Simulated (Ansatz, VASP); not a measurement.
## Ge: VASP beside Ansatz

```xyz
2
Lattice="0.0000 2.8289 2.8289 2.8289 0.0000 2.8289 2.8289 2.8289 0.0000" Properties=species:S:1:pos:R:3 pbc="T T T"
Ge    4.2434    4.2434    4.2434
Ge    2.8289    2.8289    2.8289
```

Alike in both runs: task relaxation of cell and atoms; functional RPBE; dispersion D3(BJ); k mesh 8 × 8 × 8; occupations fermi-dirac, width 0.05 eV; no spin polarisation.

```csv
,VASP,Ansatz
version,VASP 6.6.1,Ansatz 0.2.0
potentials or method,"VASP PAW PBE potentials, release 64 (Ge_d), cutoff 600 eV","all-electron LAPW, scalar-relativistic"
```

VASP gave:

| Item | Value |
| --- | --- |
| relaxed volume (Å³/atom) | 21.19 |
| relaxed cell length with the largest relative difference (Å) | 3.914 |

**Question.** Estimate Ansatz's values.

**Answer.** Relaxed volume (Å³/atom): 21.18; relaxed cell length with the largest relative difference (Å): 3.913.

VASP's potentials were made for PBE, not for RPBE. Ansatz ran all-electron here, and VASP with PAW potentials.
